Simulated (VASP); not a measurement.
A run of VASP 6.6.1 is set up as follows.

The input INCAR:

```
PREC = Accurate ; ENCUT = 520
EDIFF = 1E-6 ; ISMEAR = -1
SIGMA = 0.1 ; LREAL = F
LASPH = T ; NELM = 150
ALGO = Normal ; ISIF = 2
LWAVE = F ; LCHARG = T
ISPIN = 2 ; MAGMOM = 0.6 0.6 -0.6 -0.6
LORBIT = 11 ; LMAXMIX = 4
GGA = CA ; LELF = T
LVHAR = T ; NBANDS = 32
```

The input KPOINTS:

```
Automatic mesh
0
Gamma
  9 9 9
```

POSCAR

```
Ni
1.0
    3.5238700000      0.0000000000      0.0000000000
    0.0000000000      3.5238700000      0.0000000000
    0.0000000000      0.0000000000      3.5238700000
Ni
4
Direct
    0.0000000000      0.0000000000      0.0000000000
    0.5000000000      0.5000000000      0.0000000000
    0.5000000000      0.0000000000      0.5000000000
    0.0000000000      0.5000000000      0.5000000000
```

Potentials or basis: VASP PAW LDA potentials, release 64 (Ni).

The run is started by

```sh
$ cat potpaw_LDA.64/Ni/POTCAR > POTCAR
$ mpirun -np 1 vasp_std > vasp.out
```

(1) What does it give for the band gap on the k mesh?

(2) What does it give for the pressure?

(3) Estimate the net moment.

## Answers

(1) zero (filled and empty bands overlap).

(2) -18.1 GPa.

(3) 0.00 μB per cell.

Caveat: the cell stands under tension; the moments typed at the start vanished in this run.
